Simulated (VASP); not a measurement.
Here is a VASP 6.6.1 calculation.

The input INCAR:

```
SYSTEM = Cu
PREC = Accurate ; ENCUT = 520
EDIFF = 1E-6 ; ISMEAR = -1
SIGMA = 0.05 ; LREAL = .FALSE.
LASPH = .TRUE. ; NELM = 80
ALGO = Fast ; ISIF = 2
LWAVE = .FALSE. ; LCHARG = .FALSE.
GGA = CA ; NBANDS = 18
```

The input KPOINTS:

```
regular mesh
0
G
  12 12 7
  0 0 0
```

Contents of POSCAR:

```
Cu
1.0
    2.5170887971      0.0000000000      0.0000000000
   -1.2585443986      2.1798628419      0.0000000000
    0.0000000000      0.0000000000      4.0849690207
Cu
2
Direct
    0.6666666667      0.3333333333      0.7500000000
    0.3333333333      0.6666666667      0.2500000000
```

Potentials or basis: VASP PAW LDA potentials, release 64 (Cu).

Command:

```sh
$ cat potpaw_LDA.64/Cu/POTCAR > POTCAR
$ mpirun -np 1 vasp_std > vasp.out
```

Problem. Estimate the pressure.

Solution. -3.6 GPa.

Problem. Estimate the band gap on the k mesh.

Solution. Zero (band 11 reaches 12.10 eV, above the bottom of band 12 at 6.03 eV).

Stress tensor (GPa, compression positive):
```
-3.71  0.00  0.00
 0.00 -3.71  0.00
 0.00  0.00 -3.43
```
